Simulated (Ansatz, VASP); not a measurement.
One calculation of AlRu, two programs

INCAR

```
PREC = Accurate
ENCUT = 520
EDIFF = 1E-7
ISMEAR = 1
SIGMA = 0.15
LREAL = F
LASPH = T
NELM = 60
ALGO = Normal
ISIF = 2
LWAVE = F
LCHARG = F
GGA = PE
NBANDS = 16
```

The input KPOINTS:

```
Automatic mesh
0
Gamma
  12 12 12
```

Contents of POSCAR:

```
AlRu
1.0
    2.9916000000      0.0000000000      0.0000000000
    0.0000000000      2.9916000000      0.0000000000
    0.0000000000      0.0000000000      2.9018520000
Al Ru
1 1
Direct
    0.0000000000      0.0000000000      0.0000000000
    0.5000000000      0.5000000000      0.5000000000
```

Input for Ansatz:

```yaml
crystal:
  lattice:
    - [2.9916, 0.0, 0.0]
    - [0.0, 2.9916, 0.0]
    - [0.0, 0.0, 2.901852]
  atoms:
    - { symbol: Al, position: [0.0, 0.0, 0.0] }
    - { symbol: Ru, position: [0.5, 0.5, 0.5] }
basis:
  ecutwfc: 520.0
kpoints:
  mp_grid:
    grid: [12, 12, 12]
hamiltonian:
  xc: pbe
scf:
  occupations:
    method: cold
    width: 0.15
output:
  stress: true
```

Alike in both runs: task single point; functional PBE; k mesh 12 × 12 × 12; no spin polarisation.

|  | VASP | Ansatz |
| --- | --- | --- |
| version | VASP 6.6.1 | Ansatz 0.2.0 |
| potentials or method | VASP PAW PBE potentials, release 64 (Al, Ru_pv), cutoff 520 eV | plane waves, PAW |
| occupations | methfessel-paxton of order 1, width 0.15 eV | cold, width 0.15 eV |
| valence electrons in the cell | 17 | 19 |

|  | VASP | Ansatz | Ansatz less VASP |
| --- | --- | --- | --- |
| pressure (GPa) | 9.5 | 9.5 | -0.02 |
| traceless stress, the component that is largest in VASP (GPa) | 4.11 | 4.14 | +0.031 |

VASP's potentials hold 17 valence electrons a cell and Ansatz's 19, so a difference there can come from the potentials and not from the codes.
